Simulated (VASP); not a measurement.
A run of VASP 6.6.1 is set up as follows.

File INCAR:

```
SYSTEM = BeNi
ALGO = Normal
EDIFF = 1E-7
ENCUT = 520
ISIF = 2
ISMEAR = -1
ISPIN = 2
LASPH = .True.
LCHARG = .False.
LMAXMIX = 4
LORBIT = 11
LREAL = .False.
LWAVE = .False.
MAGMOM = 0 1
NBANDS = 17
NELM = 150
PREC = Accurate
SIGMA = 0.15
```

File KPOINTS:

```
k-points
0
Gamma
  4 4 4
  0 0 0
```

The input POSCAR:

```
BeNi
1.0
    2.5869995900      0.0000000000      0.0000000000
    0.0000000000      2.5869995900      0.0000000000
    0.0000000000      0.0000000000      2.5869995900
Be Ni
1 1
Direct
    0.0000000000      0.0000000000      0.0000000000
    0.5000000000      0.5000000000      0.5000000000
```

Potentials or basis: VASP PAW LDA potentials, release 64 (Be, Ni).

Launch:

```sh
$ cat potpaw_LDA.64/Be/POTCAR potpaw_LDA.64/Ni/POTCAR > POTCAR
$ mpirun -np 1 vasp_std > vasp.out
```

Question: What does it give for the band gap on the k mesh?

Answer: Zero (filled and empty bands overlap).

Question: Estimate the pressure.

Answer: -4.8 GPa.

Question: What does it give for the net moment?

Answer: 0.00 μB per cell.

Caveat: the k points lie up to 0.61 Å⁻¹ apart.
